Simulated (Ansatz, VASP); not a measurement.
Nb in VASP and in Ansatz

```xyz
1
Lattice="-1.5658 1.5658 1.8790 1.5658 -1.5658 1.8790 1.5658 1.5658 -1.8790" Properties=species:S:1:pos:R:3 pbc="T T T"
Nb    0.0000    0.0000    0.0000
```

Alike in both runs: task single point; functional PBE; k mesh 22 × 22 × 22; occupations gaussian, width 0.15 eV; no spin polarisation.

|  | VASP | Ansatz |
| --- | --- | --- |
| version | VASP 6.6.1 | Ansatz 0.2.0 |
| potentials or method | VASP PAW PBE potentials, release 64 (Nb_sv), cutoff 520 eV | scalar-relativistic, plane waves, PAW |
| valence electrons in the cell | 13 | 13 |

```csv
,VASP,Ansatz,Ansatz less VASP
gap on the k mesh at the Fermi level (eV),none,none,-
pressure (GPa),-0.5,-0.2,+0.30
"traceless stress, the component that is largest in VASP (GPa)",-12.25,-12.32,-0.073
```

A gap of «none» marks a metal or a gap that the smearing closes.
